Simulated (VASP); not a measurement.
# Ti (I4/mmm) in VASP: notebook

Runs on Ti. Level: PBE. Tasks: single point.

Everything below comes from runs of VASP 6.6.1. Logs are shortened: lines on timing, memory, paths and dates and some standing lists are left out, and cuts for length are marked.

### 1 The cell of the first run

Symmetry: I4/mmm, No. 139, tetragonal system. The conventional cell has a = 2.871 Å, b = 2.871 Å, c = 3.938 Å, α = 90.00°, β = 90.00°, γ = 90.00°. Within 3.7 Å of Ti (site symmetry 4/mmm) lie 12 Ti at 2.83 to 2.87 Å.

### 2 Single point, PBE (zz strain of -3 %)

The input, INCAR:

```
PREC     = Accurate       # precision mode
ENCUT    = 520            # plane-wave cutoff, eV
EDIFF    = 1E-6           # SCF threshold, eV
ISMEAR   = -1             # smearing method
SIGMA    = 0.05           # smearing width, eV
LREAL    = F              # projectors in reciprocal space
LASPH    = T              # aspherical terms in the spheres
NELM     = 80             # most SCF steps
ALGO     = Normal         # electronic algorithm
ISIF     = 2              # what is computed and relaxed
LWAVE    = F              # write WAVECAR
LCHARG   = F              # write CHGCAR
GGA      = PE             # functional
NBANDS   = 12             # bands
```

The input, KPOINTS:

```
Automatic mesh
0
Gamma
  15 15 15
```

The input, POSCAR:

```
Ti
1.0
    0.0000000000      2.0300000000      1.9691000000
    2.0300000000      0.0000000000      1.9691000000
    2.0300000000      2.0300000000      0.0000000000
Ti
1
Direct
    0.0000000000      0.0000000000      0.0000000000
```

Potentials or basis: VASP PAW PBE potentials, release 64 (Ti_sv).

Launch:

```console
$ cat potpaw_PBE.64/Ti_sv/POTCAR > POTCAR
$ mpirun -np 1 vasp_std > vasp.out
```

OUTCAR:

```text
PREC = Accurate
   ENCUT = 520
   EDIFF = 1E-6
   ISMEAR = -1
   LREAL = F
   LASPH = T
   NELM = 80
   ISIF = 2
   GGA = PE

 ion  position               nearest neighbor table
   1  0.000  0.000  0.000-

  LATTYP: Found a body centered tetragonal cell.
 ALAT       =     2.8708535316
 C/A-ratio  =     1.3717871555

  Lattice vectors:

 A1 = (   0.0000000000,  -2.0300000000,  -1.9691000000)
 A2 = (   0.0000000000,   2.0300000000,  -1.9691000000)
 A3 = (   2.0300000000,   0.0000000000,   1.9691000000)

Analysis of symmetry for initial positions (statically):
=====================================================================
 Subroutine PRICEL returns:
 Original cell was already a primitive cell.

 Routine SETGRP: Setting up the symmetry group for a
 body centered tetragonal supercell.

 Subroutine GETGRP returns: Found 16 space group operations
 (whereof 16 operations were pure point group operations)
 out of a pool of 16 trial point group operations.

The static configuration has the point symmetry D_4h.

Analysis of symmetry for dynamics (positions and initial velocities):
=====================================================================
 Subroutine PRICEL returns:
 Original cell was already a primitive cell.

 Routine SETGRP: Setting up the symmetry group for a
 body centered tetragonal supercell.

 Subroutine GETGRP returns: Found 16 space group operations
 (whereof 16 operations were pure point group operations)
 out of a pool of 16 trial point group operations.

The dynamic configuration has the point symmetry D_4h.

 Subroutine INISYM returns: Found 16 space group operations
 (whereof 16 operations are pure point group operations),
 and found     1 'primitive' translations

----------------------------------------------------------------------------------------

                                     Primitive cell

  volume of cell :      16.2289

  direct lattice vectors                    reciprocal lattice vectors
     0.000000000  2.030000000  1.969100000    -0.246305419  0.246305419  0.253923112
     2.030000000  0.000000000  1.969100000     0.246305419 -0.246305419  0.253923112
     2.030000000  2.030000000  0.000000000     0.246305419  0.246305419 -0.253923112

  length of vectors
     2.828118599  2.828118599  2.870853532     0.431056453  0.431056453  0.431056453

  position of ions in fractional coordinates (direct lattice)
     0.000000000  0.000000000  0.000000000

  ion indices of the primitive-cell ions
   primitive index   ion index
                 1           1

----------------------------------------------------------------------------------------

 KPOINTS: Automatic mesh

Automatic generation of k-mesh.
 Grid dimensions read from file:
 generate k-points for:   15   15   15

 Generating k-lattice:

  Cartesian coordinates                     Fractional coordinates (reciprocal lattice)
    -0.016420361  0.016420361  0.016928207     0.066666667 -0.000000000  0.000000000
     0.016420361 -0.016420361  0.016928207    -0.000000000  0.066666667  0.000000000
     0.016420361  0.016420361 -0.016928207     0.000000000  0.000000000  0.066666667

  Length of vectors
     0.028737097  0.028737097  0.028737097

  Shift w.r.t. Gamma in fractional coordinates (k-lattice)
     0.000000000  0.000000000  0.000000000

 Subroutine IBZKPT returns following result:
 ===========================================

 Found    288 irreducible k-points:

 Following reciprocal coordinates:
            Coordinates               Weight
  0.000000  0.000000  0.000000      1.000000
  0.066667  0.000000  0.000000      8.000000
  0.133333  0.000000  0.000000      8.000000
  0.200000 -0.000000  0.000000      8.000000
  0.266667  0.000000  0.000000      8.000000
  0.333333 -0.000000  0.000000      8.000000
[... 16 lines left out ...]
  0.133333  0.133333  0.000000      2.000000
  0.200000  0.133333  0.000000      8.000000
 [... further k-points ...]
   k-points           NKPTS =    288   k-points in BZ     NKDIM =    288   number of bands    NBANDS=     12
   number of dos      NEDOS =    301   number of ions     NIONS =      1
   total plane-waves  NPLWV =  13824
   dimension x,y,z NGX =    24 NGY =   24 NGZ =   24
   dimension x,y,z NGXF=    48 NGYF=   48 NGZF=   48
   ions per type =               1
   NGX,Y,Z   is equivalent  to a cutoff of  14.11, 14.11, 13.90 a.u.
   NGXF,Y,Z  is equivalent  to a cutoff of  28.22, 28.22, 27.80 a.u.
 SYSTEM =  unknown system
   PREC   = accura    normal or accurate (medium, high low for compatibility)
   ISTART =      0    job   : 0-new  1-cont  2-samecut
   ICHARG =      2    charge: 1-file 2-atom 10-const
   ISPIN  =      1    spin polarized calculation?
   LNONCOLLINEAR =      F non collinear calculations
   LSORBIT =      F    spin-orbit coupling
   LASPH  =      T    aspherical Exc in radial PAW
   ENCUT  =  520.0 eV  38.22 Ry    6.18 a.u.   5.26  5.26  5.34*2*pi/ulx,y,z
   NELM   =     80;   NELMIN=  2; NELMDL= -5     # of ELM steps
   EDIFF  = 0.1E-05   stopping-criterion for ELM
   LREAL  =      F    real-space projection
   EDIFFG = 0.1E-04   stopping-criterion for IOM
   NSW    =      0    number of steps for IOM
   IBRION =     -1    ionic relax: 0-MD 1-quasi-New 2-CG
   NFREE  =      0    steps in history (QN), initial steepest desc. (CG)
   ISIF   =      2    stress and relaxation
   ISYM   =      2    0-nonsym 1-usesym 2-fastsym
   POTIM  = 0.5000    time-step for ionic-motion
   TEBEG  =    0.0;   TEEND  =   0.0 temperature during run
   PSTRESS=    0.0 pullay stress
   NELECT =      12.0000    total number of electrons
   NUPDOWN=      -1.0000    fix difference up-down
   EMIN   =  10.00;   EMAX   =-10.00  energy-range for DOS
   EFERMI =   0.00;   METHOD = LEGACY
   ISMEAR =    -1;   SIGMA  =   0.05  broadening in eV -4-tet -1-fermi 0-gaus
   EFERMI_NEDOS =   21; number of points for ismear=-14 and -15
   IALGO  =     38    algorithm
   IMIX   =      4    mixing-type and parameters
     AMIX     =   0.40;   BMIX     =  1.00
     AMIX_MAG =   1.60;   BMIX_MAG =  1.00
  volume/ion in A,a.u.               =      16.23       109.52
  Fermi-wavevector in a.u.,A,eV,Ry     =   1.480376  2.797505 29.817336  2.191512
  Thomas-Fermi vector in A             =   2.594418
   LORBIT       =      0    0 simple, 1 ext, 2 COOP (PROOUT), +10 PAW based schemes
   GGA     = PE    functional components
   LHFCALC =     F    Hartree Fock is set to
   AEXX    =    0.0000 exact exchange contribution
   IVDW    =     0    specifies the selected vdW correction
   LEPSILON=     F    determine dielectric tensor
   LRPA    =     F    only Hartree local field effects (RPA)
 non-spin polarized calculation
  energy-cutoff  :      520.00
  volume of cell :       16.23
 maximum number of plane-waves:       451
 NGX is ok and might be reduce to    24
   NGX = 11   NGY = 11   NGZ = 11

 number of electron      12.0000000 magnetization

 Free energy of the ion-electron system (eV)
  ---------------------------------------------------
  ext. energy  EPLUGINS =         0.00000000
  ---------------------------------------------------
  free energy    TOTEN  =        -7.75670766 eV

  energy without entropy =       -7.74270301  energy(sigma->0) =       -7.74970533

 E-fermi :   8.9598     XC(G=0): -11.8220

 val. band max:        8.9584635652   @ k =   0.2667   0.0667   0.0000
 cond. band min:       8.9620233124   @ k =  -0.4667   0.1333   0.0667
 fundamental gap:      0.0035597472
 Fermi energy:         8.9597590743

 k-point     1 :       0.0000    0.0000    0.0000
  band No.  band energies     occupation
      1     -47.6403      2.00000
      2     -23.4145      2.00000
      3     -23.4145      2.00000
      4     -23.4072      2.00000
      5       2.7088      2.00000
      6       9.7957      0.00000
      7       9.7957      0.00000
      8      10.0447      0.00000
      9      11.5091      0.00000
     10      11.8038      0.00000
     11      24.6011      0.00000
     12      29.1303      0.00000

 k-point     2 :       0.0667    0.0000    0.0000
  band No.  band energies     occupation
      1     -47.6335      2.00000
      2     -23.4497      2.00000
      3     -23.4198      2.00000
      4     -23.4134      2.00000
      5       2.8625      2.00000
      6       9.7383      0.00000
      7       9.8515      0.00000
      8      10.0611      0.00000
      9      11.4772      0.00000
     10      11.7611      0.00000
     11      24.7450      0.00000
     12      28.2082      0.00000

 k-point     3 :       0.1333    0.0000    0.0000
  band No.  band energies     occupation
      1     -47.6141      2.00000
      2     -23.5547      2.00000
      3     -23.4348      2.00000
      4     -23.4245      2.00000
      5       3.3065      2.00000
      6       9.5157      0.00003
      7       9.9804      0.00000
      8      10.1698      0.00000
      9      11.4277      0.00000
     10      11.6721      0.00000
     11      24.9544      0.00000
     12      26.4461      0.00000
[... 286 lines left out ...]
 k-point    23 :       0.1333    0.1333    0.0000
  band No.  band energies     occupation
      1     -47.6034      2.00000
      2     -23.5484      2.00000
      3     -23.4674      2.00000
      4     -23.4674      2.00000
      5       3.5309      2.00000
      6       9.4107      0.00024
      7      10.1609      0.00000
      8      10.1609      0.00000
      9      11.2550      0.00000
     10      11.7094      0.00000
     11      25.2855      0.00000
     12      27.2411      0.00000

 k-point    24 :       0.2000    0.1333    0.0000
  band No.  band energies     occupation
      1     -47.5812      2.00000
      2     -23.6523      2.00000
      3     -23.4945      2.00000
      4     -23.4824      2.00000
      5       4.0430      2.00000
      6       9.0924      0.13170
      7      10.3326      0.00000
      8      10.3346      0.00000
      9      11.0701      0.00000
     10      11.8249      0.00000
     11      25.2559      0.00000
     12      25.9891      0.00000

 [... further k-points ...]

------------------------ aborting loop because EDIFF is reached ----------------------------------------

  FORCE on cell =-STRESS in cart. coord.  units (eV):
  Direction    XX          YY          ZZ          XY          YZ          ZX
  --------------------------------------------------------------------------------------
  -------------------------------------------------------------------------------------
  Total        0.7678047      0.7678047      0.9041370      0.0000000      0.0000000      0.0000000
  in kB       75.8004010     75.8004010     89.2596137      0.0000000      0.0000000      0.0000000
  external PRESSURE =      80.2868052 kB  Pullay stress =       0.0000000 kB

 VOLUME and BASIS-vectors are now :
 -----------------------------------------------------------------------------
  energy-cutoff  :      520.00
  volume of cell :       16.23
      direct lattice vectors                 reciprocal lattice vectors
     0.000000000  2.030000000  1.969100000    -0.246305419  0.246305419  0.253923112
     2.030000000  0.000000000  1.969100000     0.246305419 -0.246305419  0.253923112
     2.030000000  2.030000000  0.000000000     0.246305419  0.246305419 -0.253923112

 POSITION                                       TOTAL-FORCE (eV/Angst)
 -----------------------------------------------------------------------------------
      0.00000      0.00000      0.00000         0.000000      0.000000      0.000000
 -----------------------------------------------------------------------------------
    total drift:                               -0.000000      0.000000      0.000000

  FREE ENERGIE OF THE ION-ELECTRON SYSTEM (eV)
  ---------------------------------------------------
  free  energy   TOTEN  =        -7.7567076594 eV

  energy  without entropy=       -7.7427030098  energy(sigma->0) =       -7.74970533
```

It took 42 s on 1 thread of Intel Xeon Platinum 8259CL at 2.50GHz (Skylake/Cascade Lake), shared host; peak memory 0.18 GiB.

Results:

| Item | Value |
| --- | --- |
| Free energy | -7.7567 eV |
| Pressure | 8.0 GPa |
| Band gap on the k mesh | zero (bands 6 and 7 overlap by 1.26 eV) |

Stress tensor (GPa, compression positive):
```
7.58 0.00 0.00
0.00 7.58 0.00
0.00 0.00 8.93
```

Caveat: the cell differs from its parent crystal (zz strain of -3 %); the cell stands under pressure.

[end of part 1 of 2]
